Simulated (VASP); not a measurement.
Input of a VASP 6.6.1 run:

Contents of INCAR:

```
SYSTEM = Si8O15
PREC = Accurate
ENCUT = 520
EDIFF = 1E-7
ISMEAR = 0
SIGMA = 0.02
LREAL = Auto
LASPH = .True.
NELM = 60
ALGO = Normal
ISIF = 2
LWAVE = .False.
LCHARG = .False.
GGA = PE
IVDW = 12
NBANDS = 78
NELECT = 120.0
```

File KPOINTS:

```
regular mesh
0
Gamma
  2 2 2
  0 0 0
```

File POSCAR:

```
Si8O15
1.0
   -4.1929000000     -4.1929000000      0.0000000000
    4.1929000000     -4.1929000000      0.0000000000
    0.0000000000      0.0000000000      5.3408000000
Si O
8 15
Direct
    0.4779294760      0.5011141453      0.0010706261
    0.0060009778      0.5010876720      0.2803072573
    0.5054219037      0.5011048439      0.5010715623
    0.0059867872      0.5011049632      0.7218309991
    0.0017379379      0.0011071096      0.0010754943
    0.5024413890      0.0010967350      0.2495380842
   -0.0006559899      0.0011046054      0.5010747454
    0.5024390040      0.0011105679      0.7526063511
    0.0875538410      0.5011394262      0.0010618259
   -0.0021601994      0.1991513034      0.2562784602
   -0.0021623459      0.8030808033      0.2562838901
    0.2063609912      0.5011137876      0.5010764305
   -0.0021660426      0.1991528536      0.7458672858
    0.8013717236      0.5011179613      0.5010622004
   -0.0021687853      0.8030788953      0.7458633538
    0.6972267404      0.0011209425      0.0010723113
    0.5031078728      0.6891504686      0.2404184766
    0.3062372105      0.0011166496      0.0010698772
    0.5031067996      0.3130846192      0.2404139829
    0.6920476281      0.0011234468      0.5010702516
    0.5031165780      0.6891477259      0.7617248352
    0.3093003649      0.0011234468      0.5010724985
    0.5031145508      0.3130825920      0.7617267076
```

Potentials or basis: VASP PAW PBE potentials, release 64 (Si, O).

Launch:

```bash
$ cat potpaw_PBE.64/Si/POTCAR potpaw_PBE.64/O/POTCAR > POTCAR
$ mpirun -np 1 vasp_std > vasp.out
```

(1) Estimate the dispersion energy per atom.

(2) Estimate the largest force.

Answers

(1) -0.236 eV.

(2) 3.170 eV/Å.

Caveat: the k points lie up to 0.59 Å⁻¹ apart; the cell carries a net charge on a neutralising background, which shifts energy and pressure.
